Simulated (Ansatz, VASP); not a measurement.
**Two plane-wave programs on TePb**

```
CELL_PARAMETERS angstrom
3.92058 0.00000 0.00000
0.00000 3.92058 0.00000
0.00000 0.00000 3.92058
ATOMIC_POSITIONS crystal
Pb 0.00000 0.00000 0.00000
Te 0.50000 0.50000 0.50000
```

Alike in both runs: task single point; functional B3LYP; k mesh 4 × 4 × 4; occupations fermi-dirac, width 0.05 eV; no spin polarisation.

```csv
,VASP,Ansatz
version,VASP 6.6.1,Ansatz 0.2.0
potentials or method,"VASP PAW PBE potentials, release 64 (Pb_d, Te)",Ansatz PAW
plane-wave cutoff (eV),520,420
valence electrons in the cell,20,30
```

|  | VASP | Ansatz | Ansatz less VASP |
| --- | --- | --- | --- |
| gap on the k mesh at the Fermi level (eV) | none | none | - |
| pressure (GPa) | 6.5 | 6.5 | +0.03 |

VASP's potentials were made for PBE, not for B3LYP. A gap of «none» marks a metal or a gap that the smearing closes. The functional is the same, so the differences come from potentials, cutoffs and numerics. VASP's potentials hold 20 valence electrons a cell and Ansatz's 30, so a difference there can come from the potentials and not from the codes.

The k mesh is coarse, so the values compare programs but aren't converged. Neither program's run includes spin-orbit coupling.
